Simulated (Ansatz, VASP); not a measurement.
Ti in VASP and in Ansatz

```
CELL_PARAMETERS angstrom
2.41561 0.00000 0.00000
0.00000 2.41561 0.00000
0.00000 0.00000 2.41561
ATOMIC_POSITIONS crystal
Ti 0.00000 0.00000 0.00000
```

Change from the starting cell: volume scaled by 0.85, LAPW.

Alike in both runs: task single point; functional LDA; k mesh 15 × 15 × 15; occupations fermi-dirac, width 0.05 eV; no spin polarisation.

|  | VASP | Ansatz |
| --- | --- | --- |
| version | VASP 6.6.1 | Ansatz 0.2.0 |
| potentials or method | VASP PAW LDA potentials, release 64 (Ti_sv), cutoff 520 eV | all-electron LAPW, scalar-relativistic |

VASP gave:

- pressure (GPa): 20.1

Problem. Estimate Ansatz's values.

Solution. Pressure (GPa): 19.9.

LDA's correlation is that of Perdew and Zunger in VASP and of Perdew and Wang (1992) in Ansatz. Ansatz ran all-electron here, and VASP with PAW potentials.
